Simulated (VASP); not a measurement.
A run of VASP 6.6.1:

File INCAR:

```
SYSTEM = Ti5WC6
PREC = Accurate
ENCUT = 520
EDIFF = 1E-6
ISMEAR = 0
SIGMA = 0.1
LREAL = .FALSE.
LASPH = .TRUE.
NELM = 150
ALGO = Normal
ISIF = 2
LWAVE = .FALSE.
LCHARG = .TRUE.
ISPIN = 2
MAGMOM = 1 1 1 1 1 0 0 0 0 0 0 0
LORBIT = 11
LMAXMIX = 4
GGA = PE
LELF = .TRUE.
LVHAR = .TRUE.
NBANDS = 65
```

The input KPOINTS:

```
Automatic mesh
0
G
  6 6 2
  0 0 0
```

POSCAR

```
Ti5WC6
1.0
    3.0690641000      0.0000000000      0.0000000000
    0.0000000000      3.0690641000      0.0000000000
    0.0000000000      0.0000000000     12.9884296000
Ti W C
5 1 6
Direct
    0.0000000000      0.0000000000      0.8303970000
    0.5000000000      0.5000000000      0.6656260000
    0.0000000000      0.0000000000      0.5000000000
    0.5000000000      0.5000000000      0.3343740000
    0.0000000000      0.0000000000      0.1696030000
    0.5000000000      0.5000000000      0.0000000000
    0.0000000000      0.0000000000      0.6668030000
    0.5000000000      0.5000000000      0.5000000000
    0.0000000000      0.0000000000      0.3331970000
    0.5000000000      0.5000000000      0.1659060000
    0.0000000000      0.0000000000      0.0000000000
    0.5000000000      0.5000000000      0.8340940000
```

Potentials or basis: VASP PAW PBE potentials, release 64 (Ti_sv, W_sv, C).

Command:

```console
$ cat potpaw_PBE.64/Ti_sv/POTCAR potpaw_PBE.64/W_sv/POTCAR potpaw_PBE.64/C/POTCAR > POTCAR
$ mpirun -np 1 vasp_std > vasp.out
```

Hardware: 1 thread of Intel(R) Xeon(R) Platinum 8259CL CPU @ 2.50GHz (Skylake/Cascade Lake) (shared host).

Problem. How long does it take, and how much memory?

Solution. Wall time 7.6 min on 1 thread of Intel(R) Xeon(R) Platinum 8259CL CPU @ 2.50GHz (Skylake/Cascade Lake) (shared host), peak memory 0.41 GiB. Counts: scf iterations 20, k points 20.
